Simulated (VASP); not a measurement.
Here is a VASP 6.6.1 calculation.

The input INCAR:

```
SYSTEM = Ti2BN3
PREC = Accurate
ENCUT = 520
EDIFF = 1E-6
ISMEAR = 0
SIGMA = 0.1
LREAL = .FALSE.
LASPH = .TRUE.
NELM = 150
ALGO = Normal
ISIF = 2
LWAVE = .FALSE.
LCHARG = .FALSE.
ISPIN = 2
MAGMOM = -1 -1 0 0 0 0
LORBIT = 11
LMAXMIX = 4
GGA = PE
NBANDS = 34
```

File KPOINTS:

```
Automatic mesh
0
G
  6 6 6
  0 0 0
```

Contents of POSCAR:

```
Ti2BN3
1.0
    5.2830556281      0.0000000000      0.0000000000
   -2.6415278141      4.5752603836      0.0000000000
    0.0000000000      0.0000000000      3.3532306338
Ti B N
2 1 3
Direct
    0.3333333333      0.6666666667      0.5000000000
    0.6666666667      0.3333333333      0.5000000000
    0.0000000000      0.0000000000      0.5000000000
    0.7210435819      0.0000000000      0.5000000000
    0.0000000000      0.7210435819      0.5000000000
    0.2789564181      0.2789564181      0.5000000000
```

Potentials or basis: VASP PAW PBE potentials, release 64 (Ti_sv, B, N).

The run is started by

```sh
$ cat potpaw_PBE.64/Ti_sv/POTCAR potpaw_PBE.64/B/POTCAR potpaw_PBE.64/N/POTCAR > POTCAR
$ mpirun -np 1 vasp_std > vasp.out
```

Estimate the band gap on the k mesh.

zero (filled and empty bands overlap).

Predict the pressure.

0.3 GPa.

Predict the largest force.

0.014 eV/Å.

Stress tensor (GPa, compression positive):
```
 0.60  0.00  0.00
 0.00  0.60  0.00
 0.00  0.00 -0.19
```
